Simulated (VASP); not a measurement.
# HfZn31S32 (a cell with a defect) in VASP: single point with PBEsol

Aim: the single point of HfZn31S32 (a cell with a defect) with PBEsol.

Everything below comes from runs of VASP 6.6.1. Logs are shortened: lines on timing, memory, paths and dates and some standing lists are left out, and cuts for length are marked.

## 1. The cell of the first run

The cell holds a defect, 64 atoms: a = 10.713 Å, b = 10.713 Å, c = 10.713 Å, α = 90.00°, β = 90.00°, γ = 90.00°.

## 2. Single point, PBEsol

The input, INCAR:

```
PREC = Accurate ; ENCUT = 400
EDIFF = 1E-6 ; ISMEAR = -1
SIGMA = 0.05 ; LREAL = Auto
LASPH = T ; NELM = 120
ALGO = Normal ; ISIF = 2
LWAVE = F ; LCHARG = T
GGA = PS ; LELF = T
LVHAR = T ; NELECT = 572.0
ISYM = 0 ; NBANDS = 325
GGA_COMPAT = F
```

The input, KPOINTS:

```
Automatic mesh
0
Gamma
  1 1 1
  0.25 0.25 0.25
```

The input, POSCAR:

```
HfZn31S32
1.0
   10.7125360000      0.0000000000      0.0000000000
    0.0000000000     10.7125360000      0.0000000000
    0.0000000000      0.0000000000     10.7125360000
Zn Hf S
31 1 32
Direct
    0.0002600000      0.0004060000      0.0007080000
    0.9998530000      0.0000310000      0.5005070000
    0.9998640000      0.5002210000      0.0003220000
    0.0004280000      0.5004180000      0.5007120000
    0.5000480000      0.0000300000      0.0003010000
    0.5002730000      0.0006260000      0.5007250000
    0.5002680000      0.5004130000      0.0008890000
    0.2493300000      0.2495050000      0.0009490000
    0.2435690000      0.2437610000      0.4959410000
    0.2492260000      0.7513490000      0.0005910000
    0.2434920000      0.7574420000      0.5062680000
    0.7511910000      0.2493810000      0.0006000000
    0.7572220000      0.2437120000      0.5062460000
    0.7512060000      0.7513580000      0.0006890000
    0.7562500000      0.7564220000      0.4954620000
    0.2493250000      0.0006520000      0.2497910000
    0.2492460000      0.0003230000      0.7516480000
    0.2436180000      0.4957130000      0.2440780000
    0.2434880000      0.5060120000      0.7577210000
    0.7512040000      0.0003280000      0.2496980000
    0.7511900000      0.0003960000      0.7516600000
    0.7572290000      0.5059900000      0.2439690000
    0.7562400000      0.4951960000      0.7566950000
    0.0004840000      0.2495110000      0.2497700000
    0.0001580000      0.2493860000      0.7516330000
    0.0001440000      0.7513360000      0.2496670000
    0.0002380000      0.7513610000      0.7516460000
    0.4954890000      0.2437410000      0.2440160000
    0.5057810000      0.2437260000      0.7576680000
    0.5058180000      0.7574490000      0.2439410000
    0.4950270000      0.7564010000      0.7566830000
    0.4977810000      0.4980230000      0.4982470000
    0.1248870000      0.1250550000      0.1253410000
    0.1240460000      0.1241980000      0.6262030000
    0.1240490000      0.6259220000      0.1244910000
    0.1240610000      0.6252330000      0.6255070000
    0.6257550000      0.1241960000      0.1244900000
    0.6250750000      0.1242300000      0.6255300000
    0.6250610000      0.6252400000      0.1245190000
    0.6269700000      0.6270720000      0.6274170000
    0.3750700000      0.3752360000      0.1247010000
    0.3704830000      0.3706970000      0.6310900000
    0.3741350000      0.8758620000      0.1247740000
    0.3751910000      0.8764300000      0.6255720000
    0.8756810000      0.3743150000      0.1247690000
    0.8762500000      0.3753540000      0.6255590000
    0.8751460000      0.8753040000      0.1253010000
    0.8752320000      0.8754100000      0.6263170000
    0.3750660000      0.1243800000      0.3755190000
    0.3741430000      0.1245040000      0.8761540000
    0.3704620000      0.6308340000      0.3709090000
    0.3752070000      0.6252780000      0.8767070000
    0.8757060000      0.1244990000      0.3746000000
    0.8751500000      0.1250050000      0.8755910000
    0.8762470000      0.6252700000      0.3756450000
    0.8752610000      0.6260410000      0.8757040000
    0.1242390000      0.3752390000      0.3755160000
    0.1243200000      0.3743080000      0.8761410000
    0.1243110000      0.8758490000      0.3745940000
    0.1248400000      0.8753070000      0.8755950000
    0.6306240000      0.3706910000      0.3709490000
    0.6251100000      0.3753560000      0.8767000000
    0.6251210000      0.8764320000      0.3756370000
    0.6258540000      0.8753940000      0.8756890000
```

Potentials or basis: VASP PAW PBE potentials, release 64 (Zn, Hf_pv, S).

Launch:

```sh
cat potpaw_PBE.64/Zn/POTCAR potpaw_PBE.64/Hf_pv/POTCAR potpaw_PBE.64/S/POTCAR > POTCAR
mpirun -np 1 vasp_std > vasp.out
```

OUTCAR:

```text
PREC = Accurate
   ENCUT = 400
   EDIFF = 1E-6
   ISMEAR = -1
   LREAL = Auto
   LASPH = T
   NELM = 120
   ISIF = 2
   GGA = PS
   NELECT = 572.0
   ISYM = 0

 ion  position               nearest neighbor table
   1  0.000  0.000  0.001-  33 2.31  60 2.32  47 2.32  54 2.32
   2  1.000  0.000  0.501-  34 2.31  53 2.32  59 2.32  48 2.32
   3  1.000  0.500  0.000-  35 2.31  45 2.32  58 2.32  56 2.32
   4  0.000  0.500  0.501-  36 2.31  46 2.31  55 2.31  57 2.31
   5  0.500  0.000  0.000-  37 2.31  50 2.32  43 2.32  64 2.32
   6  0.500  0.001  0.501-  38 2.31  44 2.31  63 2.31  49 2.31
[... 56 lines left out ...]
  63  0.625  0.876  0.376-  30 2.29  15 2.30   6 2.31  20 2.33
  64  0.626  0.875  0.876-  31 2.28  21 2.32  14 2.32   5 2.32

IMPORTANT INFORMATION: All symmetrisations will be switched off!
NOSYMM: (Re-)initialisation of all symmetry stuff for point group C_1.

----------------------------------------------------------------------------------------

                                     Primitive cell

  volume of cell :    1229.3538

  direct lattice vectors                    reciprocal lattice vectors
    10.712536000  0.000000000  0.000000000     0.093348578  0.000000000  0.000000000
     0.000000000 10.712536000  0.000000000     0.000000000  0.093348578  0.000000000
     0.000000000  0.000000000 10.712536000     0.000000000  0.000000000  0.093348578

  length of vectors
    10.712536000 10.712536000 10.712536000     0.093348578  0.093348578  0.093348578

  position of ions in fractional coordinates (direct lattice)
     0.000260000  0.000406000  0.000708000
     0.999853000  0.000031000  0.500507000
     0.999864000  0.500221000  0.000322000
     0.000428000  0.500418000  0.500712000
     0.500048000  0.000030000  0.000301000
     0.500273000  0.000626000  0.500725000
[... 56 lines left out ...]
     0.625121000  0.876432000  0.375637000
     0.625854000  0.875394000  0.875689000

  ion indices of the primitive-cell ions
   primitive index   ion index
                 1           1
                 2           2
                 3           3
                 4           4
                 5           5
                 6           6
[... 56 lines left out ...]
                63          63
                64          64

----------------------------------------------------------------------------------------

 KPOINTS: Automatic mesh

Automatic generation of k-mesh.
 Grid dimensions read from file:
 generate k-points for:    1    1    1

 Generating k-lattice:

  Cartesian coordinates                     Fractional coordinates (reciprocal lattice)
     0.093348578  0.000000000  0.000000000     1.000000000  0.000000000  0.000000000
     0.000000000  0.093348578  0.000000000     0.000000000  1.000000000  0.000000000
     0.000000000  0.000000000  0.093348578     0.000000000  0.000000000  1.000000000

  Length of vectors
     0.093348578  0.093348578  0.093348578

  Shift w.r.t. Gamma in fractional coordinates (k-lattice)
     0.250000000  0.250000000  0.250000000

 Subroutine IBZKPT returns following result:
 ===========================================

 Found      4 irreducible k-points:

 Following reciprocal coordinates:
            Coordinates               Weight
  0.250000  0.250000  0.250000      2.000000
 -0.250000  0.250000  0.250000      2.000000
 -0.250000 -0.250000  0.250000      2.000000
  0.250000 -0.250000  0.250000      2.000000
   k-points           NKPTS =      4   k-points in BZ     NKDIM =      4   number of bands    NBANDS=    325
   number of dos      NEDOS =    301   number of ions     NIONS =     64
   total plane-waves  NPLWV = 343000
   dimension x,y,z NGX =    70 NGY =   70 NGZ =   70
   dimension x,y,z NGXF=   140 NGYF=  140 NGZF=  140
   ions per type =              31   1  32
   NGX,Y,Z   is equivalent  to a cutoff of  10.86, 10.86, 10.86 a.u.
   NGXF,Y,Z  is equivalent  to a cutoff of  21.73, 21.73, 21.73 a.u.
 SYSTEM =  unknown system
   PREC   = accura    normal or accurate (medium, high low for compatibility)
   ISTART =      0    job   : 0-new  1-cont  2-samecut
   ICHARG =      2    charge: 1-file 2-atom 10-const
   ISPIN  =      1    spin polarized calculation?
   LNONCOLLINEAR =      F non collinear calculations
   LSORBIT =      F    spin-orbit coupling
   LASPH  =      T    aspherical Exc in radial PAW
   ENCUT  =  400.0 eV  29.40 Ry    5.42 a.u.  17.47 17.47 17.47*2*pi/ulx,y,z
   NELM   =    120;   NELMIN=  2; NELMDL= -5     # of ELM steps
   EDIFF  = 0.1E-05   stopping-criterion for ELM
   LREAL  =      T    real-space projection
   EDIFFG = 0.1E-04   stopping-criterion for IOM
   NSW    =      0    number of steps for IOM
   IBRION =     -1    ionic relax: 0-MD 1-quasi-New 2-CG
   NFREE  =      0    steps in history (QN), initial steepest desc. (CG)
   ISIF   =      2    stress and relaxation
   ISYM   =      0    0-nonsym 1-usesym 2-fastsym
   POTIM  = 0.5000    time-step for ionic-motion
   TEBEG  =    0.0;   TEEND  =   0.0 temperature during run
   PSTRESS=    0.0 pullay stress
   NELECT =     572.0000    total number of electrons
   NUPDOWN=      -1.0000    fix difference up-down
   EMIN   =  10.00;   EMAX   =-10.00  energy-range for DOS
   EFERMI =   0.00;   METHOD = LEGACY
   ISMEAR =    -1;   SIGMA  =   0.05  broadening in eV -4-tet -1-fermi 0-gaus
   EFERMI_NEDOS =   21; number of points for ismear=-14 and -15
   IALGO  =     38    algorithm
   IMIX   =      4    mixing-type and parameters
     AMIX     =   0.40;   BMIX     =  1.00
     AMIX_MAG =   1.60;   BMIX_MAG =  1.00
  volume/ion in A,a.u.               =      19.21       129.63
  Fermi-wavevector in a.u.,A,eV,Ry     =   1.268570  2.397250 21.895457  1.609271
  Thomas-Fermi vector in A             =   2.401658
   LORBIT       =      0    0 simple, 1 ext, 2 COOP (PROOUT), +10 PAW based schemes
   GGA     = PS    functional components
   LHFCALC =     F    Hartree Fock is set to
   AEXX    =    0.0000 exact exchange contribution
   IVDW    =     0    specifies the selected vdW correction
   LEPSILON=     F    determine dielectric tensor
   LRPA    =     F    only Hartree local field effects (RPA)
 non-spin polarized calculation
  energy-cutoff  :      400.00
  volume of cell :     1229.35
 maximum number of plane-waves:     22331
 NGX is ok and might be reduce to    70
   NGX = 35   NGY = 35   NGZ = 35

 number of electron     572.0000169 magnetization

 Free energy of the ion-electron system (eV)
  ---------------------------------------------------
  ext. energy  EPLUGINS =         0.00000000
  ---------------------------------------------------
  free energy    TOTEN  =      -259.08931784 eV

  energy without entropy =     -259.08931784  energy(sigma->0) =     -259.08931784

 E-fermi :   3.2300     XC(G=0):  -9.9750

 val. band max:        2.1495362366   @ k =   0.2500  -0.2500   0.2500
 cond. band min:       4.3123002726   @ k =  -0.2500  -0.2500   0.2500
 fundamental gap:      2.1627640360
 Fermi energy:         3.2299533193

 k-point     1 :       0.2500    0.2500    0.2500
  band No.  band energies     occupation
      1     -28.7745      2.00000
      2     -28.7602      2.00000
      3     -28.7601      2.00000
      4     -10.9129      2.00000
      5     -10.6188      2.00000
      6     -10.5954      2.00000
[... 290 lines left out ...]
    297       6.3509      0.00000
    298       6.3805      0.00000

 k-point     2 :      -0.2500    0.2500    0.2500
  band No.  band energies     occupation
      1     -28.7745      2.00000
      2     -28.7602      2.00000
      3     -28.7601      2.00000
      4     -10.9127      2.00000
      5     -10.6245      2.00000
      6     -10.5952      2.00000
[... 290 lines left out ...]
    297       6.3538      0.00000
    298       6.3791      0.00000

 k-point     3 :      -0.2500   -0.2500    0.2500
  band No.  band energies     occupation
      1     -28.7745      2.00000
      2     -28.7602      2.00000
      3     -28.7601      2.00000
      4     -10.9127      2.00000
      5     -10.6245      2.00000
      6     -10.5952      2.00000
[... 290 lines left out ...]
    297       6.3538      0.00000
    298       6.3790      0.00000

 k-point     4 :       0.2500   -0.2500    0.2500
  band No.  band energies     occupation
      1     -28.7745      2.00000
      2     -28.7602      2.00000
      3     -28.7601      2.00000
      4     -10.9127      2.00000
      5     -10.6246      2.00000
      6     -10.5952      2.00000
[... 290 lines left out ...]
    297       6.3538      0.00000
    298       6.3792      0.00000
 [bands above 298 left out]

------------------------ aborting loop because EDIFF is reached ----------------------------------------

  FORCE on cell =-STRESS in cart. coord.  units (eV):
  Direction    XX          YY          ZZ          XY          YZ          ZX
  --------------------------------------------------------------------------------------
  -------------------------------------------------------------------------------------
  Total      -11.5518699    -11.5540391    -11.5633161      0.3013517      0.2892367      0.3168297
  in kB      -15.0551813    -15.0580083    -15.0700988      0.3927420      0.3769529      0.4129140
  external PRESSURE =     -15.0610961 kB  Pullay stress =       0.0000000 kB

 VOLUME and BASIS-vectors are now :
 -----------------------------------------------------------------------------
  energy-cutoff  :      400.00
  volume of cell :     1229.35
      direct lattice vectors                 reciprocal lattice vectors
    10.712536000  0.000000000  0.000000000     0.093348578  0.000000000  0.000000000
     0.000000000 10.712536000  0.000000000     0.000000000  0.093348578  0.000000000
     0.000000000  0.000000000 10.712536000     0.000000000  0.000000000  0.093348578

 POSITION                                       TOTAL-FORCE (eV/Angst)
 -----------------------------------------------------------------------------------
      0.00279      0.00435      0.00758        -0.017640     -0.017086     -0.019184
     10.71096      0.00033      5.36170        -0.015009     -0.016629     -0.008445
     10.71108      5.35864      0.00345        -0.015235     -0.007681     -0.017269
      0.00458      5.36075      5.36390        -0.016028     -0.019227     -0.020512
      5.35678      0.00032      0.00322        -0.006529     -0.016502     -0.016509
      5.35919      0.00671      5.36403        -0.018598     -0.018350     -0.020708
[... 56 lines left out ...]
      6.69663      9.38881      4.02402         0.007375      0.012386      0.015006
      6.70448      9.37769      9.38085         0.009223      0.014458      0.014891
 -----------------------------------------------------------------------------------
    total drift:                               -0.001191     -0.005991     -0.012163

  FREE ENERGIE OF THE ION-ELECTRON SYSTEM (eV)
  ---------------------------------------------------
  free  energy   TOTEN  =      -259.0893178448 eV

  energy  without entropy=     -259.0893178414  energy(sigma->0) =     -259.08931784
```

Run time: 68 min. Hardware: 1 thread of Intel Xeon 8259CL, shared host; peak memory 1.1 GiB.

What came out:

* Free energy: -259.0893 eV
* Largest force: 0.104 eV/Å

Forces in eV/Å, atoms in the order of the input:
```
Zn  -0.018 -0.017 -0.019
Zn  -0.015 -0.017 -0.008
Zn  -0.015 -0.008 -0.017
Zn  -0.016 -0.019 -0.021
Zn  -0.007 -0.017 -0.017
Zn  -0.019 -0.018 -0.021
Zn  -0.018 -0.019 -0.018
Zn  -0.013 -0.013 -0.017
Zn  -0.007 -0.010 -0.011
Zn  -0.016 -0.013 -0.013
Zn  -0.022 -0.010 -0.008
Zn  -0.014 -0.015 -0.014
Zn  -0.009 -0.024 -0.008
Zn  -0.016 -0.015 -0.012
Zn  -0.018 -0.018 -0.011
Zn  -0.012 -0.018 -0.013
Zn  -0.018 -0.014 -0.012
Zn  -0.010 -0.015 -0.012
Zn  -0.023 -0.009 -0.010
Zn  -0.014 -0.014 -0.016
Zn  -0.015 -0.012 -0.015
Zn  -0.009 -0.008 -0.023
Zn  -0.016 -0.013 -0.016
Zn  -0.017 -0.012 -0.012
Zn  -0.014 -0.016 -0.013
Zn  -0.014 -0.013 -0.015
Zn  -0.013 -0.014 -0.016
Zn  -0.012 -0.009 -0.008
Zn  -0.008 -0.025 -0.010
Zn  -0.008 -0.010 -0.022
Zn  -0.013 -0.018 -0.018
Hf   0.060  0.059  0.061
S    0.016  0.016  0.016
S    0.015  0.015  0.022
S    0.014  0.021  0.015
S    0.017  0.018  0.018
S    0.023  0.014  0.014
S    0.017  0.020  0.017
S    0.017  0.017  0.017
S    0.002  0.007  0.002
S    0.019  0.022  0.017
S    0.013  0.014 -0.068
S    0.007  0.019  0.018
S    0.015  0.012  0.008
S    0.017  0.008  0.020
S    0.013  0.014  0.010
S    0.013  0.014  0.015
S    0.015  0.014  0.008
S    0.021  0.019  0.022
S    0.009  0.020  0.016
S    0.016 -0.064  0.016
S    0.013  0.009  0.013
S    0.016  0.020  0.009
S    0.014  0.014  0.015
S    0.013  0.009  0.014
S    0.012  0.007  0.013
S    0.017  0.022  0.020
S    0.019  0.009  0.019
S    0.018  0.019  0.008
S    0.016  0.014  0.014
S   -0.069  0.013  0.014
S    0.010  0.013  0.014
S    0.007  0.012  0.015
S    0.009  0.014  0.015
```

Levels at points of the mesh, in eV from the Fermi level:
```tsv
k point	band 284	band 285	band 286	band 287	band 288	band 289
(0.25, 0.25, 0.25)	-1.40	-1.08	-1.08	1.09	1.09	1.73
```

Caveat: the cell carries a net charge on a neutralising background, which shifts energy and pressure; the cell is charged against a uniform background, so pressure and absolute levels hang on convention; the PAW data sets were made with another functional, which shifts forces and pressure a little; spin-orbit coupling is left out, which moves the levels of the heavy elements.
